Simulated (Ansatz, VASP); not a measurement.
# InP in VASP and in Ansatz

```
In P
1.0
     0.00000    2.94991    2.94991
     2.94991    0.00000    2.94991
     2.94991    2.94991    0.00000
In P
1 1
Direct
  0.00000 0.00000 0.00000
  0.75000 0.75000 0.75000
```

Alike in both runs: task single point; functional BLYP; dispersion D3(BJ); k mesh 8 × 8 × 8; occupations fermi-dirac, width 0.05 eV; no spin polarisation.

```csv
,VASP,Ansatz
version,VASP 6.6.1,Ansatz 0.2.0
potentials or method,"VASP PAW PBE potentials, release 64 (In_d, P)",Ansatz PAW
plane-wave cutoff (eV),520,420
valence electrons in the cell,18,18
```

|  | VASP | Ansatz | Ansatz less VASP |
| --- | --- | --- | --- |
| gap on the k mesh at the Fermi level (eV) | 0.51 | 0.49 | -0.028 |
| least direct gap on the mesh (eV) | 0.51 | 0.49 | -0.028 |
| pressure (GPa) | 0.3 | 0.3 | -0.03 |

VASP's potentials were made for PBE, not for BLYP.
